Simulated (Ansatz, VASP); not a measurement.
# Al3H2: VASP beside Ansatz

```
Al H
1.0
     2.92000    0.00000    0.00000
    -1.46000    2.52879    0.00000
     0.00000    0.00000    8.06000
Al H
3 2
Direct
  0.00000 0.00000 0.00000
  0.33333 0.66667 0.34500
  0.66667 0.33333 0.65500
  0.00000 0.00000 0.76500
  0.00000 0.00000 0.23500
```

Alike in both runs: task relaxation of cell and atoms; functional PBE; k mesh 6 × 6 × 2; occupations gaussian, width 0.2 eV; no spin polarisation.

|  | VASP | Ansatz |
| --- | --- | --- |
| version | VASP 6.6.1 | Ansatz 0.2.0 |
| potentials or method | VASP PAW PBE potentials, release 64 (Al, H), cutoff 600 eV | scalar-relativistic, plane waves, PAW |
| valence electrons in the cell | 11 | 11 |

Ansatz gave:

| Quantity | Value |
| --- | --- |
| gap on the k mesh at the Fermi level, each at its own relaxed structure (eV) | none |
| relaxed volume (Å³/atom) | 11.95 |
| relaxed cell length with the largest relative difference (Å) | 8.452 |

Problem. Estimate VASP's values.

Solution. gap on the k mesh at the Fermi level, each at its own relaxed structure (eV): none; relaxed volume (Å³/atom): 11.86; relaxed cell length with the largest relative difference (Å): 8.402.

A gap of «none» marks a metal or a gap that the smearing closes.

The k mesh is coarse, so the values compare programs but aren't converged.
